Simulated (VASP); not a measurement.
Wanted: the native input for a VASP 6.6.1 run.

```
Task                   : single point
Functional             : PBE
Dispersion             : D3(BJ)
Potentials or basis    : VASP PAW PBE potentials, release 64 (C_h, O_h)
Cutoff                 : 1000 eV
k mesh                 : 1 × 1 × 1
Occupations            : gaussian, width 0.01 eV
Spin                   : no spin polarisation
Dipole correction      : no
Further INCAR settings : ALGO = Normal; EDIFF = 1e-06; NBANDS = 15; NELMDL = -8
```

The structure of CO2 lies in POSCAR:

```
CO2
1.0
   10.3000000000      0.0000000000      0.0000000000
    0.0000000000     10.5000000000      0.0000000000
    0.0000000000      0.0000000000     10.7000000000
C O
1 2
Direct
    0.5000000000      0.5000000000      0.5000000000
    0.5656153662      0.5643661335      0.5631623735
    0.4343846338      0.4356338665      0.4368376265
```

One way to write it, as run:

INCAR

```
PREC = Accurate
ENCUT = 1000
EDIFF = 1E-6
ISMEAR = 0
SIGMA = 0.01
LREAL = False
LASPH = True
NELM = 120
ALGO = Normal
ISIF = 2
LWAVE = False
LCHARG = False
GGA = PE
IVDW = 12
NBANDS = 15
GGA_COMPAT = False
NELMDL = -8
```

KPOINTS

```
Automatic mesh
0
Gamma
  1 1 1
```

Potentials or basis: VASP PAW PBE potentials, release 64 (C_h, O_h).

Command:

```console
$ cat potpaw_PBE.64/C_h/POTCAR potpaw_PBE.64/O_h/POTCAR > POTCAR
$ mpirun -np 1 vasp_gam > vasp.out
```

It gave:

The largest force is 0.011 eV/Å and the gap between the frontier levels is 8.01 eV. The dispersion energy per atom is -0.009 eV.

It took 3.1 min on 1 thread of Intel(R) Xeon(R) Platinum 8488C (Sapphire Rapids), on a shared host, peak memory 1.7 GiB.
